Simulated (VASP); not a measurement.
Wanted: the native input for a VASP 6.6.1 run.

```
Task                   : single point
Functional             : PBE
Potentials or basis    : VASP PAW PBE potentials, release 64 (Zn, S)
Cutoff                 : 520 eV
k mesh                 : 4 × 4 × 4
Occupations            : gaussian, width 0.01 eV
Spin                   : no spin polarisation
Dipole correction      : no
Further INCAR settings : ALGO = Normal; EDIFF = 1e-06; NBANDS = 16
```

The structure of ZnS lies in POSCAR:

```
ZnS
1.0
    3.8212050000      0.0000000000      0.0000000000
    1.9106025000      3.3092606031      0.0000000000
    1.9106025000      1.1030868677      3.1200008175
Zn S
1 1
Direct
    0.2500000000      0.2500000000      0.2500000000
    0.0000000000      0.0000000000      0.0000000000
```

These files were run (other wordings do the same):

INCAR

```
ALGO     = Normal         # electronic algorithm
EDIFF    = 1E-6           # SCF threshold, eV
ENCUT    = 520            # plane-wave cutoff, eV
GGA      = PE             # functional
ISIF     = 2              # what is computed and relaxed
ISMEAR   = 0              # smearing method
LASPH    = True           # aspherical terms in the spheres
LCHARG   = False          # write CHGCAR
LREAL    = False          # projectors in reciprocal space
LWAVE    = False          # write WAVECAR
NBANDS   = 16             # bands
NELM     = 80             # most SCF steps
PREC     = Accurate       # precision mode
SIGMA    = 0.01           # smearing width, eV
```

KPOINTS

```
k-points
0
Gamma
  4 4 4
```

Potentials or basis: VASP PAW PBE potentials, release 64 (Zn, S).

The run is started by

```console
$ cat potpaw_PBE.64/Zn/POTCAR potpaw_PBE.64/S/POTCAR > POTCAR
$ mpirun -np 1 vasp_std > vasp.out
```

Results of the run:

* Pressure: 2.1 GPa
* Band gap on the k mesh: 2.10 eV, direct

Caveat: the k points lie up to 0.50 Å⁻¹ apart.

Wall time 12 s on 1 thread of AMD EPYC 7R13, with other jobs on the host, peak memory 0.12 GiB.
